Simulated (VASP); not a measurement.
Set up this calculation in VASP 6.6.1, as the native input.

* Task: single point
* Functional: PBE
* Potentials or basis: VASP PAW PBE potentials, release 64 (Ag, Cl)
* Cutoff: 520 eV
* k mesh: 8 × 8 × 8
* Occupations: fermi-dirac, width 0.02 eV
* Spin: no spin polarisation
* Dipole correction: no
* Further INCAR settings: ALGO = Normal; EDIFF = 1e-06; NBANDS = 16

The structure of AgCl lies in POSCAR:

```
AgCl
1.0
   -0.0831945000      2.7315527500      2.7315527500
    2.7315527500     -0.0831945000      2.7315527500
    2.7315527500      2.7315527500     -0.0831945000
Ag Cl
1 1
Direct
    0.5000000000      0.5000000000      0.5000000000
    0.0000000000      0.0000000000      0.0000000000
```

This cell differs from its parent crystal: equal xy, yz and zx shear strains of -3 %.

The input as run:

INCAR

```
SYSTEM = AgCl
ALGO = Normal
EDIFF = 1E-6
ENCUT = 520
GGA = PE
ISIF = 2
ISMEAR = -1
LASPH = .TRUE.
LCHARG = .TRUE.
LELF = .TRUE.
LREAL = .FALSE.
LVHAR = .TRUE.
LWAVE = .FALSE.
NBANDS = 16
NELM = 100
PREC = Accurate
SIGMA = 0.02
```

KPOINTS

```
k-points
0
G
  8 8 8
  0 0 0
```

Potentials or basis: VASP PAW PBE potentials, release 64 (Ag, Cl).

Launch:

```console
$ cat potpaw_PBE.64/Ag/POTCAR potpaw_PBE.64/Cl/POTCAR > POTCAR
$ mpirun -np 1 vasp_std > vasp.out
```

Results of the run:

- Pressure: 1.5 GPa
- Band gap on the k mesh: 0.87 eV, indirect (least direct gap 3.09 eV)

Caveat: the cell differs from its parent crystal (equal xy, yz and zx shear strains of -3 %).

Run time: 23 s on 1 thread of Intel(R) Xeon(R) Platinum 8488C (Sapphire Rapids) (shared host), peak memory 0.19 GiB.
